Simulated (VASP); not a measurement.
# AlN (I-4m2) in VASP: further runs

Aim: see how the results for AlN move with the level of theory and the settings. Levels: PBE, r2SCAN. Tasks: single point.

Program: VASP 6.6.1. These are calculated values, not measurements. Logs are shortened: lines on timing, memory, paths and dates and some standing lists are left out, and cuts for length are marked.

**1. The cell of the first run**

It takes space group I-4m2 (No. 119, tetragonal). Conventional cell: a = 3.090 Å, b = 3.090 Å, c = 4.127 Å, α = 90.00°, β = 90.00°, γ = 90.00°. Within 2.5 Å of Al (site symmetry -4m2) lie 4 N at 1.86 Å. Within 2.5 Å of N (site symmetry -4m2) lie 4 Al at 1.86 Å.

**2. Single point, PBE (uniaxial z strain -5.6%)**

INCAR reads:

```
  PREC = Accurate
  ENCUT = 520
  EDIFF = 1E-7
  ISMEAR = -1
  SIGMA = 0.02
  LREAL = F
  LASPH = T
  NELM = 80
  ALGO = Normal
  ISIF = 2
  LWAVE = F
  LCHARG = T
  GGA = PE
  LELF = T
  LVHAR = T
  NBANDS = 11
```

KPOINTS reads:

```
Automatic mesh
0
Gamma
  10 10 10
```

POSCAR reads:

```
AlN
1.0
    0.0000000000      2.1848764855      2.0633973529
    2.1848764855      0.0000000000      2.0633973529
    2.1848764855      2.1848764855      0.0000000000
Al N
1 1
Direct
    0.0000000000      0.0000000000      0.0000000000
    0.7500000000      0.7500000000      0.7500000000
```

Potentials or basis: VASP PAW PBE potentials, release 64 (Al, N).

Command:

```sh
$ cat potpaw_PBE.64/Al/POTCAR potpaw_PBE.64/N/POTCAR > POTCAR
$ mpirun -np 1 vasp_std > vasp.out
```

OUTCAR:

```text
PREC = Accurate
   ENCUT = 520
   EDIFF = 1E-7
   ISMEAR = -1
   LREAL = F
   LASPH = T
   NELM = 80
   ISIF = 2
   GGA = PE

 ion  position               nearest neighbor table
   1  0.000  0.000  0.000-   2 1.86   2 1.86   2 1.86   2 1.86
   2  0.750  0.750  0.750-   1 1.86   1 1.86   1 1.86   1 1.86

  LATTYP: Found a body centered tetragonal cell.
 ALAT       =     3.0898819579
 C/A-ratio  =     1.3355832883

  Lattice vectors:

 A1 = (   0.0000000000,  -2.1848764855,  -2.0633973529)
 A2 = (   0.0000000000,   2.1848764855,  -2.0633973529)
 A3 = (   2.1848764855,   0.0000000000,   2.0633973529)

Analysis of symmetry for initial positions (statically):
=====================================================================
 Subroutine PRICEL returns:
 Original cell was already a primitive cell.

 Routine SETGRP: Setting up the symmetry group for a
 body centered tetragonal supercell.

 Subroutine GETGRP returns: Found  8 space group operations
 (whereof  8 operations were pure point group operations)
 out of a pool of 16 trial point group operations.

The static configuration has the point symmetry D_2d.

Analysis of symmetry for dynamics (positions and initial velocities):
=====================================================================
 Subroutine PRICEL returns:
 Original cell was already a primitive cell.

 Routine SETGRP: Setting up the symmetry group for a
 body centered tetragonal supercell.

 Subroutine GETGRP returns: Found  8 space group operations
 (whereof  8 operations were pure point group operations)
 out of a pool of 16 trial point group operations.

The dynamic configuration has the point symmetry D_2d.

 Subroutine INISYM returns: Found  8 space group operations
 (whereof  8 operations are pure point group operations),
 and found     1 'primitive' translations

----------------------------------------------------------------------------------------

                                     Primitive cell

  volume of cell :      19.7000

  direct lattice vectors                    reciprocal lattice vectors
     0.000000000  2.184876485  2.063397353    -0.228845888  0.228845888  0.242318814
     2.184876485  0.000000000  2.063397353     0.228845888 -0.228845888  0.242318814
     2.184876485  2.184876485  0.000000000     0.228845888  0.228845888 -0.242318814

  length of vectors
     3.005211123  3.005211123  3.089881958     0.404300988  0.404300988  0.404300988

  position of ions in fractional coordinates (direct lattice)
     0.000000000  0.000000000  0.000000000
     0.750000000  0.750000000  0.750000000

  ion indices of the primitive-cell ions
   primitive index   ion index
                 1           1
                 2           2

----------------------------------------------------------------------------------------

 KPOINTS: Automatic mesh

Automatic generation of k-mesh.
 Grid dimensions read from file:
 generate k-points for:   10   10   10

 Generating k-lattice:

  Cartesian coordinates                     Fractional coordinates (reciprocal lattice)
    -0.022884589  0.022884589  0.024231881     0.100000000 -0.000000000  0.000000000
     0.022884589 -0.022884589  0.024231881    -0.000000000  0.100000000  0.000000000
     0.022884589  0.022884589 -0.024231881     0.000000000  0.000000000  0.100000000

  Length of vectors
     0.040430099  0.040430099  0.040430099

  Shift w.r.t. Gamma in fractional coordinates (k-lattice)
     0.000000000  0.000000000  0.000000000

 Subroutine IBZKPT returns following result:
 ===========================================

 Found    102 irreducible k-points:

 Following reciprocal coordinates:
            Coordinates               Weight
  0.000000  0.000000  0.000000      1.000000
  0.100000 -0.000000  0.000000      8.000000
  0.200000 -0.000000  0.000000      8.000000
  0.300000  0.000000  0.000000      8.000000
  0.400000 -0.000000  0.000000      8.000000
  0.500000 -0.000000  0.000000      4.000000
[... 16 lines left out ...]
  0.300000  0.300000  0.000000      2.000000
  0.400000  0.300000  0.000000      8.000000
 [... further k-points ...]
   k-points           NKPTS =    102   k-points in BZ     NKDIM =    102   number of bands    NBANDS=     11
   number of dos      NEDOS =    301   number of ions     NIONS =      2
   total plane-waves  NPLWV =  13824
   dimension x,y,z NGX =    24 NGY =   24 NGZ =   24
   dimension x,y,z NGXF=    48 NGYF=   48 NGZF=   48
   ions per type =               1   1
   NGX,Y,Z   is equivalent  to a cutoff of  13.28, 13.28, 12.91 a.u.
   NGXF,Y,Z  is equivalent  to a cutoff of  26.55, 26.55, 25.83 a.u.
 SYSTEM =  unknown system
   PREC   = accura    normal or accurate (medium, high low for compatibility)
   ISTART =      0    job   : 0-new  1-cont  2-samecut
   ICHARG =      2    charge: 1-file 2-atom 10-const
   ISPIN  =      1    spin polarized calculation?
   LNONCOLLINEAR =      F non collinear calculations
   LSORBIT =      F    spin-orbit coupling
   LASPH  =      T    aspherical Exc in radial PAW
   ENCUT  =  520.0 eV  38.22 Ry    6.18 a.u.   5.59  5.59  5.75*2*pi/ulx,y,z
   NELM   =     80;   NELMIN=  2; NELMDL= -5     # of ELM steps
   EDIFF  = 0.1E-06   stopping-criterion for ELM
   LREAL  =      F    real-space projection
   EDIFFG = 0.1E-05   stopping-criterion for IOM
   NSW    =      0    number of steps for IOM
   IBRION =     -1    ionic relax: 0-MD 1-quasi-New 2-CG
   NFREE  =      0    steps in history (QN), initial steepest desc. (CG)
   ISIF   =      2    stress and relaxation
   ISYM   =      2    0-nonsym 1-usesym 2-fastsym
   POTIM  = 0.5000    time-step for ionic-motion
   TEBEG  =    0.0;   TEEND  =   0.0 temperature during run
   PSTRESS=    0.0 pullay stress
   NELECT =       8.0000    total number of electrons
   NUPDOWN=      -1.0000    fix difference up-down
   EMIN   =  10.00;   EMAX   =-10.00  energy-range for DOS
   EFERMI =   0.00;   METHOD = LEGACY
   ISMEAR =    -1;   SIGMA  =   0.02  broadening in eV -4-tet -1-fermi 0-gaus
   EFERMI_NEDOS =   21; number of points for ismear=-14 and -15
   IALGO  =     38    algorithm
   IMIX   =      4    mixing-type and parameters
     AMIX     =   0.40;   BMIX     =  1.00
     AMIX_MAG =   1.60;   BMIX_MAG =  1.00
  volume/ion in A,a.u.               =       9.85        66.47
  Fermi-wavevector in a.u.,A,eV,Ry     =   1.212316  2.290946 19.996630  1.469711
  Thomas-Fermi vector in A             =   2.347804
   LORBIT       =      0    0 simple, 1 ext, 2 COOP (PROOUT), +10 PAW based schemes
   GGA     = PE    functional components
   LHFCALC =     F    Hartree Fock is set to
   AEXX    =    0.0000 exact exchange contribution
   IVDW    =     0    specifies the selected vdW correction
   LEPSILON=     F    determine dielectric tensor
   LRPA    =     F    only Hartree local field effects (RPA)
 non-spin polarized calculation
  energy-cutoff  :      520.00
  volume of cell :       19.70
 maximum number of plane-waves:       545
 NGX is ok and might be reduce to    24
   NGX = 11   NGY = 11   NGZ = 11

 number of electron       7.9999998 magnetization

 Free energy of the ion-electron system (eV)
  ---------------------------------------------------
  ext. energy  EPLUGINS =         0.00000000
  ---------------------------------------------------
  free energy    TOTEN  =       -14.74836104 eV

  energy without entropy =      -14.74836104  energy(sigma->0) =      -14.74836104

 E-fermi :   7.0813     XC(G=0): -11.1834

 val. band max:        6.6694276499   @ k =   0.0000   0.0000   0.0000
 cond. band min:       9.7118107577   @ k =   0.5000   0.5000   0.0000
 fundamental gap:      3.0423831077
 Fermi energy:         7.0812516301

 k-point     1 :       0.0000    0.0000    0.0000
  band No.  band energies     occupation
      1      -8.7954      2.00000
      2       6.4538      2.00000
      3       6.4538      2.00000
      4       6.6694      2.00000
      5      11.2111      0.00000
      6      19.6176      0.00000
      7      19.6761      0.00000
      8      19.6761      0.00000
      9      23.7073      0.00000
     10      25.3076      0.00000
     11      25.4574      0.00000

 k-point     2 :       0.1000   -0.0000    0.0000
  band No.  band energies     occupation
      1      -8.6387      2.00000
      2       5.7048      2.00000
      3       6.3830      2.00000
      4       6.5675      2.00000
      5      11.8598      0.00000
      6      19.1966      0.00000
      7      19.7418      0.00000
      8      19.8624      0.00000
      9      22.6649      0.00000
     10      23.6451      0.00000
     11      25.8521      0.00000

 k-point     3 :       0.2000   -0.0000    0.0000
  band No.  band energies     occupation
      1      -8.1916      2.00000
      2       4.0589      2.00000
      3       6.2068      2.00000
      4       6.4715      2.00000
      5      12.9812      0.00000
      6      18.2934      0.00000
      7      19.2864      0.00000
      8      20.0684      0.00000
      9      22.6536      0.00000
     10      22.9000      0.00000
     11      24.9169      0.00000

 k-point     4 :       0.3000    0.0000    0.0000
  band No.  band energies     occupation
      1      -7.5375      2.00000
      2       2.3368      2.00000
      3       6.0049      2.00000
      4       6.3689      2.00000
      5      13.8072      0.00000
      6      17.4605      0.00000
      7      18.3748      0.00000
      8      19.6217      0.00000
      9      23.6136      0.00000
     10      24.1321      0.00000
     11      24.8455      0.00000

 k-point     5 :       0.4000   -0.0000    0.0000
  band No.  band energies     occupation
      1      -6.8749      2.00000
      2       0.9737      2.00000
      3       5.8527      2.00000
      4       6.2924      2.00000
      5      14.1915      0.00000
      6      16.9494      0.00000
      7      17.7110      0.00000
      8      19.0122      0.00000
      9      24.6459      0.00000
     10      26.0717      0.00000
     11      26.1974      0.00000
[... 211 lines left out ...]
 k-point    21 :      -0.3000    0.2000    0.0000
  band No.  band energies     occupation
      1      -6.7456      2.00000
      2       1.8801      2.00000
      3       4.4975      2.00000
      4       5.7372      2.00000
      5      14.4645      0.00000
      6      15.8026      0.00000
      7      18.8185      0.00000
      8      19.4616      0.00000
      9      23.4980      0.00000
     10      25.5145      0.00000
     11      29.3053      0.00000

 k-point    22 :      -0.2000    0.2000    0.0000
  band No.  band energies     occupation
      1      -7.3651      2.00000
      2       2.7963      2.00000
      3       4.9689      2.00000
      4       6.0562      2.00000
      5      14.4565      0.00000
      6      16.4310      0.00000
      7      18.9821      0.00000
      8      18.9873      0.00000
      9      22.0030      0.00000
     10      25.3253      0.00000
     11      29.7648      0.00000

 k-point    23 :       0.3000    0.3000    0.0000
  band No.  band energies     occupation
      1      -7.0179      2.00000
      2       3.0823      2.00000
      3       4.9916      2.00000
      4       4.9916      2.00000
      5      12.2115      0.00000
      6      16.1300      0.00000
      7      19.8200      0.00000
      8      21.3382      0.00000
      9      21.3382      0.00000
     10      26.7538      0.00000
     11      30.8781      0.00000

 k-point    24 :       0.4000    0.3000    0.0000
  band No.  band energies     occupation
      1      -6.4969      2.00000
      2       2.4031      2.00000
      3       4.6119      2.00000
      4       4.7920      2.00000
      5      11.5957      0.00000
      6      15.8982      0.00000
      7      20.0456      0.00000
      8      21.3456      0.00000
      9      22.0885      0.00000
     10      28.0179      0.00000
     11      31.0232      0.00000

 [... further k-points ...]

------------------------ aborting loop because EDIFF is reached ----------------------------------------

  FORCE on cell =-STRESS in cart. coord.  units (eV):
  Direction    XX          YY          ZZ          XY          YZ          ZX
  --------------------------------------------------------------------------------------
  -------------------------------------------------------------------------------------
  Total        1.9179133      1.9179133      2.6053201      0.0000000     -0.0000000     -0.0000000
  in kB      155.9814363    155.9814363    211.8873484      0.0000000     -0.0000000     -0.0000000
  external PRESSURE =     174.6167403 kB  Pullay stress =       0.0000000 kB

 VOLUME and BASIS-vectors are now :
 -----------------------------------------------------------------------------
  energy-cutoff  :      520.00
  volume of cell :       19.70
      direct lattice vectors                 reciprocal lattice vectors
     0.000000000  2.184876485  2.063397353    -0.228845888  0.228845888  0.242318814
     2.184876485  0.000000000  2.063397353     0.228845888 -0.228845888  0.242318814
     2.184876485  2.184876485  0.000000000     0.228845888  0.228845888 -0.242318814

 POSITION                                       TOTAL-FORCE (eV/Angst)
 -----------------------------------------------------------------------------------
      0.00000      0.00000      0.00000        -0.000000     -0.000000     -0.000000
      3.27731      3.27731      3.09510         0.000000      0.000000      0.000000
 -----------------------------------------------------------------------------------
    total drift:                               -0.000000     -0.000000      0.000000

  FREE ENERGIE OF THE ION-ELECTRON SYSTEM (eV)
  ---------------------------------------------------
  free  energy   TOTEN  =       -14.7483610432 eV

  energy  without entropy=      -14.7483610432  energy(sigma->0) =      -14.74836104
```

Run time: 6.2 s. Hardware: 1 thread of Intel Xeon 6975P-C (Granite Rapids), shared host; peak memory 0.15 GiB.

What came out:

```yaml
Free_energy: -14.7484 eV
Pressure: 17.5 GPa
Band_gap_on_the_k_mesh: 3.04 eV, indirect (least direct gap 4.54 eV)
```

Levels at points of the mesh, in eV from the valence-band top:
| k point | band 1 | band 2 | band 3 | band 4 | band 5 | band 6 | band 7 | band 8 | band 9 |
| --- | --- | --- | --- | --- | --- | --- | --- | --- | --- |
| (0.00, 0.00, 0.00) | -15.46 | -0.22 | -0.22 | 0.00 | 4.54 | 12.95 | 13.01 | 13.01 | 17.04 |
| (0.50, 0.00, 0.00) | -13.24 | -6.24 | -0.87 | -0.41 | 7.62 | 10.12 | 10.81 | 12.09 | 18.43 |
| (0.50, 0.50, 0.00) | -12.38 | -4.85 | -2.30 | -2.30 | 3.04 | 8.21 | 15.28 | 15.95 | 15.95 |
| (0.50, 0.00, 0.50) | -12.64 | -5.41 | -1.81 | -1.81 | 3.31 | 9.09 | 14.21 | 15.57 | 17.34 |

Caveat: the cell differs from its parent crystal (uniaxial z strain -5.6%).

**3. Single point, r2SCAN (uniaxial z strain -5.6%)**

POSCAR is that of step 2.

INCAR.step1 reads:

```
PREC = Accurate
ENCUT = 520
ISMEAR = 0
SIGMA = 0.01
LREAL = False
LASPH = True
NELM = 80
NBANDS = 11
GGA = PE
ALGO = Normal
EDIFF = 1E-4
LWAVE = True
LCHARG = False
```

INCAR.step2 reads:

```
PREC = Accurate
ENCUT = 520
EDIFF = 1E-7
ISMEAR = 0
SIGMA = 0.01
LREAL = False
LASPH = True
NELM = 80
ALGO = Normal
ISIF = 2
LWAVE = False
LCHARG = True
METAGGA = R2SCAN
LMIXTAU = True
LELF = True
LVHAR = True
NBANDS = 11
ISTART = 1
```

KPOINTS is that of step 2.

Potentials or basis: VASP PAW PBE potentials, release 64 (Al, N).

Command:

```sh
$ cat potpaw_PBE.64/Al/POTCAR potpaw_PBE.64/N/POTCAR > POTCAR
$ cp INCAR.step1 INCAR
$ mpirun -np 1 vasp_std > vasp.out
$ cp INCAR.step2 INCAR
$ mpirun -np 1 vasp_std > vasp.out
```

It took 25 s on 1 thread of Intel Xeon 6975P-C (Granite Rapids), shared host; peak memory 0.15 GiB.

It converged, with:

* Free energy: -19.1182 eV
* Pressure: 12.8 GPa
* Band gap on the k mesh: 3.67 eV, indirect (least direct gap 5.26 eV)

Stress tensor (GPa, compression positive):
```
10.61  0.00  0.00
 0.00 10.61  0.00
 0.00  0.00 17.06
```

Levels at points of the mesh, in eV from the valence-band top:
```csv
k point,band 2,band 3,band 4,band 5,band 6,band 7
"(0.00, 0.00, 0.00)",-0.22,-0.22,0.00,5.26,13.92,13.99
"(0.50, 0.00, 0.00)",-6.29,-0.89,-0.40,8.46,11.11,11.61
"(0.50, 0.50, 0.00)",-4.91,-2.35,-2.35,3.67,9.08,16.61
"(0.50, 0.00, 0.50)",-5.47,-1.84,-1.84,3.94,9.98,15.48
```

Caveat: the cell differs from its parent crystal (uniaxial z strain -5.6%); the PAW data sets were made with another functional, which shifts forces and pressure a little. A k mesh can miss the band edges.
